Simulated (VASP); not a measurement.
A run of VASP 6.6.1:

Contents of INCAR:

```
SYSTEM = Ir
  PREC = Accurate
  ENCUT = 520
  EDIFF = 1E-6
  ISMEAR = 0
  SIGMA = 0.15
  LREAL = .FALSE.
  LASPH = .TRUE.
  NELM = 80
  ALGO = Normal
  ISIF = 2
  LWAVE = .FALSE.
  LCHARG = .TRUE.
  GGA = CA
  LELF = .TRUE.
  LVHAR = .TRUE.
  NBANDS = 10
```

The input KPOINTS:

```
regular mesh
0
G
  22 22 22
  0 0 0
```

Contents of POSCAR:

```
Ir
1.0
    0.0000000000      1.9386808618      1.9386808618
    1.9386808618      0.0000000000      1.9386808618
    1.9386808618      1.9386808618      0.0000000000
Ir
1
Direct
    0.0000000000      0.0000000000      0.0000000000
```

Potentials or basis: VASP PAW LDA potentials, release 64 (Ir).

Run with:

```bash
$ cat potpaw_LDA.64/Ir/POTCAR > POTCAR
$ mpirun -np 1 vasp_std > vasp.out
```

Hardware: 1 thread of Intel(R) Xeon(R) Platinum 8488C (Sapphire Rapids) (shared host).

How long does it take, and how much memory?

Wall time 36 s on 1 thread of Intel(R) Xeon(R) Platinum 8488C (Sapphire Rapids), on a shared host, peak memory 0.15 GiB. Counts: scf iterations 11, k points 328.
